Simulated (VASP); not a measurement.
# Cd (Fd-3m) in VASP: a series of runs

The runs below take Cd through single point, with LDA.

Everything below comes from runs of VASP 6.6.1. Logs are shortened: lines on timing, memory, paths and dates and some standing lists are left out, and cuts for length are marked.

### Step 1. The cell of the first run

It takes space group Fd-3m (No. 227, cubic). The conventional cell has a = 5.433 Å, b = 5.433 Å, c = 5.433 Å, α = 90.00°, β = 90.00°, γ = 90.00°. Within 3.1 Å of Cd (site symmetry -43m) lie 4 Cd at 2.35 Å.

This isn't the form of Cd at room conditions, which is hcp.

### Step 2. Single point, LDA

Contents of INCAR:

```
SYSTEM = Cd
PREC     = Accurate       ! precision mode
ENCUT    = 520            ! plane-wave cutoff, eV
EDIFF    = 1E-6           ! SCF threshold, eV
ISMEAR   = 0              ! smearing method
SIGMA    = 0.05           ! smearing width, eV
LREAL    = .False.        ! projectors in reciprocal space
LASPH    = .True.         ! aspherical terms in the spheres
NELM     = 100            ! most SCF steps
ALGO     = Normal         ! electronic algorithm
ISIF     = 2              ! what is computed and relaxed
LWAVE    = .False.        ! write WAVECAR
LCHARG   = .False.        ! write CHGCAR
GGA      = CA             ! functional
NBANDS   = 19             ! bands
```

Contents of KPOINTS:

```
Automatic mesh
0
Gamma
  6 6 6
  0 0 0
```

Contents of POSCAR:

```
Cd
1.0
    0.0000000000      2.7165356042      2.7165356042
    2.7165356042      0.0000000000      2.7165356042
    2.7165356042      2.7165356042      0.0000000000
Cd
2
Direct
    0.0000000000      0.0000000000      0.0000000000
    0.2500000000      0.2500000000      0.2500000000
```

Potentials or basis: VASP PAW LDA potentials, release 64 (Cd).

Run with:

```sh
> cat potpaw_LDA.64/Cd/POTCAR > POTCAR
> mpirun -np 1 vasp_std > vasp.out
```

OUTCAR:

```text
SYSTEM = Cd
   PREC = Accurate
   ENCUT = 520
   EDIFF = 1E-6
   ISMEAR = 0
   LREAL = .False.
   LASPH = .True.
   NELM = 100
   ISIF = 2
   GGA = CA

 ion  position               nearest neighbor table
   1  0.000  0.000  0.000-   2 2.35   2 2.35   2 2.35   2 2.35
   2  0.250  0.250  0.250-   1 2.35   1 2.35   1 2.35   1 2.35

  LATTYP: Found a face centered cubic cell.
 ALAT       =     5.4330712084

  Lattice vectors:

 A1 = (   0.0000000000,   2.7165356042,   2.7165356042)
 A2 = (   2.7165356042,   0.0000000000,   2.7165356042)
 A3 = (   2.7165356042,   2.7165356042,   0.0000000000)

Analysis of symmetry for initial positions (statically):
=====================================================================
 Subroutine PRICEL returns:
 Original cell was already a primitive cell.

 Routine SETGRP: Setting up the symmetry group for a
 face centered cubic supercell.

 Subroutine GETGRP returns: Found 48 space group operations
 (whereof 24 operations were pure point group operations)
 out of a pool of 48 trial point group operations.

The static configuration has the point symmetry T_d .
 The point group associated with its full space group is O_h .

Analysis of symmetry for dynamics (positions and initial velocities):
=====================================================================
 Subroutine PRICEL returns:
 Original cell was already a primitive cell.

 Routine SETGRP: Setting up the symmetry group for a
 face centered cubic supercell.

 Subroutine GETGRP returns: Found 48 space group operations
 (whereof 24 operations were pure point group operations)
 out of a pool of 48 trial point group operations.

The dynamic configuration has the point symmetry T_d .
 The point group associated with its full space group is O_h .

 Subroutine INISYM returns: Found 48 space group operations
 (whereof 24 operations are pure point group operations),
 and found     1 'primitive' translations

----------------------------------------------------------------------------------------

                                     Primitive cell

  volume of cell :      40.0937

  direct lattice vectors                    reciprocal lattice vectors
     0.000000000  2.716535604  2.716535604    -0.184057959  0.184057959  0.184057959
     2.716535604  0.000000000  2.716535604     0.184057959 -0.184057959  0.184057959
     2.716535604  2.716535604  0.000000000     0.184057959  0.184057959 -0.184057959
[... 72 lines left out ...]
   LASPH  =      T    aspherical Exc in radial PAW
   ENCUT  =  520.0 eV  38.22 Ry    6.18 a.u.   7.14  7.14  7.14*2*pi/ulx,y,z
   NELM   =    100;   NELMIN=  2; NELMDL= -5     # of ELM steps
   EDIFF  = 0.1E-05   stopping-criterion for ELM
   LREAL  =      F    real-space projection
   EDIFFG = 0.1E-04   stopping-criterion for IOM
   NSW    =      0    number of steps for IOM
   IBRION =     -1    ionic relax: 0-MD 1-quasi-New 2-CG
   NFREE  =      0    steps in history (QN), initial steepest desc. (CG)
   ISIF   =      2    stress and relaxation
   ISYM   =      2    0-nonsym 1-usesym 2-fastsym
   POTIM  = 0.5000    time-step for ionic-motion
   TEBEG  =    0.0;   TEEND  =   0.0 temperature during run
   PSTRESS=    0.0 pullay stress
   NELECT =      24.0000    total number of electrons
   NUPDOWN=      -1.0000    fix difference up-down
   EMIN   =  10.00;   EMAX   =-10.00  energy-range for DOS
   EFERMI =   0.00;   METHOD = LEGACY
   ISMEAR =     0;   SIGMA  =   0.05  broadening in eV -4-tet -1-fermi 0-gaus
   EFERMI_NEDOS =   21; number of points for ismear=-14 and -15
   IALGO  =     38    algorithm
   IMIX   =      4    mixing-type and parameters
     AMIX     =   0.40;   BMIX     =  1.00
     AMIX_MAG =   1.60;   BMIX_MAG =  1.00
  volume/ion in A,a.u.               =      20.05       135.28
  Fermi-wavevector in a.u.,A,eV,Ry     =   1.379706  2.607266 25.899891  1.903588
  Thomas-Fermi vector in A             =   2.504651
   LORBIT       =      0    0 simple, 1 ext, 2 COOP (PROOUT), +10 PAW based schemes
   GGA     = CA    functional components
   LHFCALC =     F    Hartree Fock is set to
   AEXX    =    0.0000 exact exchange contribution
   IVDW    =     0    specifies the selected vdW correction
   LEPSILON=     F    determine dielectric tensor
   LRPA    =     F    only Hartree local field effects (RPA)
 non-spin polarized calculation
 Gauss-broadening in eV      SIGMA  =   0.05
  energy-cutoff  :      520.00
  volume of cell :       40.09
 maximum number of plane-waves:      1106
 NGX is ok and might be reduce to    30
   NGX = 15   NGY = 15   NGZ = 15

 number of electron      24.0000002 magnetization

 Free energy of the ion-electron system (eV)
  ---------------------------------------------------
  ext. energy  EPLUGINS =         0.00000000
  ---------------------------------------------------
  free energy    TOTEN  =         0.21529317 eV

  energy without entropy =        0.21727662  energy(sigma->0) =        0.21628490

 E-fermi :   3.1595     XC(G=0): -11.4903

 val. band max:        3.1209209501   @ k =   0.5000   0.3333   0.0000
 cond. band min:       3.2386744365   @ k =  -0.3333   0.3333   0.1667
 fundamental gap:      0.1177534865
 Fermi energy:         3.1595044169

 k-point     1 :       0.0000    0.0000    0.0000
  band No.  band energies     occupation
      1      -7.8816      2.00000
      2      -7.8816      2.00000
      3      -7.8816      2.00000
      4      -7.8626      2.00000
      5      -7.8626      2.00000
      6      -6.4412      2.00000
[... 329 lines left out ...]
      6      -6.6365      2.00000
[... 11 lines left out ...]
     18      16.4580      0.00000
     19      22.2297      0.00000

------------------------ aborting loop because EDIFF is reached ----------------------------------------

  FORCE on cell =-STRESS in cart. coord.  units (eV):
  Direction    XX          YY          ZZ          XY          YZ          ZX
  --------------------------------------------------------------------------------------
  -------------------------------------------------------------------------------------
  Total       12.0029013     12.0029013     12.0029013     -0.0000000     -0.0000000     -0.0000000
  in kB      479.6457666    479.6457666    479.6457666     -0.0000000     -0.0000000     -0.0000000
  external PRESSURE =     479.6457666 kB  Pullay stress =       0.0000000 kB

 VOLUME and BASIS-vectors are now :
 -----------------------------------------------------------------------------
  energy-cutoff  :      520.00
  volume of cell :       40.09
      direct lattice vectors                 reciprocal lattice vectors
     0.000000000  2.716535604  2.716535604    -0.184057959  0.184057959  0.184057959
     2.716535604  0.000000000  2.716535604     0.184057959 -0.184057959  0.184057959
     2.716535604  2.716535604  0.000000000     0.184057959  0.184057959 -0.184057959

 POSITION                                       TOTAL-FORCE (eV/Angst)
 -----------------------------------------------------------------------------------
      0.00000      0.00000      0.00000         0.000000      0.000000      0.000000
      1.35827      1.35827      1.35827        -0.000000     -0.000000     -0.000000
 -----------------------------------------------------------------------------------
    total drift:                                0.000000     -0.000000      0.000000

  FREE ENERGIE OF THE ION-ELECTRON SYSTEM (eV)
  ---------------------------------------------------
  free  energy   TOTEN  =         0.2152931744 eV

  energy  without entropy=        0.2172766175  energy(sigma->0) =        0.21628490
```

OSZICAR:

```text
N       E                     dE             d eps       ncg     rms          rms(c)
DAV:   1     0.191778862043E+03    0.19178E+03   -0.13696E+04   632   0.130E+03
DAV:   2     0.422394193042E+01   -0.18755E+03   -0.18124E+03   617   0.348E+02
DAV:   3    -0.108002581392E-01   -0.42347E+01   -0.42265E+01   703   0.606E+01
DAV:   4    -0.204497822356E-01   -0.96495E-02   -0.96491E-02   689   0.274E+00
DAV:   5    -0.204890674772E-01   -0.39285E-04   -0.39286E-04   662   0.158E-01    0.120E+01
DAV:   6     0.171505099659E+00    0.19199E+00   -0.30989E-01   724   0.712E+00    0.783E+00
DAV:   7     0.212129642932E+00    0.40625E-01   -0.55479E-02   694   0.223E+00    0.194E+00
DAV:   8     0.215304205637E+00    0.31746E-02   -0.10350E-02   638   0.137E+00    0.175E-01
DAV:   9     0.215291514306E+00   -0.12691E-04   -0.28107E-05   695   0.601E-02    0.368E-02
DAV:  10     0.215293143490E+00    0.16292E-05   -0.58317E-06   673   0.187E-02    0.522E-03
DAV:  11     0.215293174361E+00    0.30871E-07   -0.74606E-07   361   0.110E-02
   1 F= 0.21529317E+00 E0= 0.21628490E+00  d E =-.198344E-02
```

stdout:

```text
POSCAR found type information on POSCAR Cd
 POSCAR found :  1 types and       2 ions
 scaLAPACK will be used
 LDA part: xc-table for (Slater(with rela. corr.)+CA(PZ))
 , standard interpolation
 POSCAR, INCAR and KPOINTS ok, starting setup
 FFT: planning ... GRIDC
 FFT: planning ... GRID_SOFT
 FFT: planning ... GRID
 WAVECAR not read
 entering main loop
```

Run time: 22 s. Hardware: 1 thread of Intel Xeon 8259CL, shared host; peak memory 0.15 GiB.

Results:

```
Free energy            : 0.2153 eV
Pressure               : 48.0 GPa
Band gap on the k mesh : zero (bands 12 and 13 overlap by 9.17 eV)
```

Caveat: the cell stands under pressure.

(Continued in part 2 of 2.)

The gap in the log of VASP goes by the Fermi energy; the results here count the filled bands.